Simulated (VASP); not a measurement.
Wanted: the native input for a VASP 6.6.1 run.

| Property | Result |
| --- | --- |
| Task | single point |
| Functional | LDA |
| Potentials or basis | VASP PAW LDA potentials, release 64 (Fe, Ni) |
| Cutoff | 520 eV |
| k mesh | 13 × 13 × 9, shifted |
| Occupations | methfessel-paxton, width 0.1 eV |
| Spin | collinear spin, ferrimagnetic start |
| Starting moments | [2.4, -1.0] μB |
| Dipole correction | no |
| Further INCAR settings | ALGO = Normal; EDIFF = 1e-06; NBANDS = 20 |

The structure of FeNi lies in POSCAR:

```
FeNi
1.0
    2.4219325049      0.0000000000      0.0000000000
    0.0000000000      2.4219325049      0.0000000000
    0.0000000000      0.0000000000      3.5132769219
Fe Ni
1 1
Direct
    0.0000000000      0.0000000000      0.0000000000
    0.5000000000      0.5000000000      0.5000000000
```

The input as run:

INCAR

```
PREC = Accurate
ENCUT = 520
EDIFF = 1E-6
ISMEAR = 1
SIGMA = 0.1
LREAL = False
LASPH = True
NELM = 150
ALGO = Normal
ISIF = 2
LWAVE = False
LCHARG = False
ISPIN = 2
MAGMOM = 2.4 -1
LORBIT = 11
LMAXMIX = 4
GGA = CA
NBANDS = 20
```

KPOINTS

```
Automatic mesh
0
Gamma
  13 13 9
  0.5 0.5 0.5
```

Potentials or basis: VASP PAW LDA potentials, release 64 (Fe, Ni).

Command:

```sh
$ cat potpaw_LDA.64/Fe/POTCAR potpaw_LDA.64/Ni/POTCAR > POTCAR
$ mpirun -np 1 vasp_std > vasp.out
```

It gave:

```json
{
  "Pressure": "-0.4 GPa",
  "Net moment": "2.89 μB per cell",
  "Site moments": "Fe +2.27; Ni +0.59 μB",
  "Valence electrons inside the program's atomic spheres": "Fe 7.38; Ni 9.53"
}
```

Run time: 2.4 min on 1 thread of Intel Xeon 8259CL (shared host), peak memory 0.2 GiB.
